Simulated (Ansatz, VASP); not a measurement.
## HfC in VASP and in Ansatz

```
CELL_PARAMETERS angstrom
0.00000 2.32500 2.32500
2.32500 0.00000 2.32500
2.32500 2.32500 0.00000
ATOMIC_POSITIONS crystal
Hf 0.39500 0.39500 0.60500
C 0.10500 0.10500 0.89500
```

Change from the starting cell: shortest bond scaled by 0.58, LAPW.

Alike in both runs: task single point; functional PBEsol; k mesh 11 × 11 × 11; occupations fermi-dirac, width 0.05 eV; no spin polarisation.

|  | VASP | Ansatz |
| --- | --- | --- |
| version | VASP 6.6.1 | Ansatz 0.2.0 |
| potentials or method | VASP PAW PBE potentials, release 64 (Hf_pv, C), cutoff 520 eV | all-electron LAPW, scalar-relativistic |

Ansatz gave:

- pressure (GPa): 129.2
- traceless stress, the component that is largest in VASP (GPa): 275.71
- rms of the force components (eV/Å): 28.505

Q: What did VASP give for the same quantities?

A: Pressure (GPa): 140.2; traceless stress, the component that is largest in VASP (GPa): 296.72; rms of the force components (eV/Å): 30.710.

VASP's potentials were made for PBE, not for PBEsol. Atom by atom the forces differ by 2.205 eV/Å (rms over components). Both programs put the cell under a high pressure, so it lies far from rest at this level. Ansatz ran all-electron here, and VASP with PAW potentials.

Neither program's run includes spin-orbit coupling. Noted on VASP's run: the cell as given lies far from equilibrium.
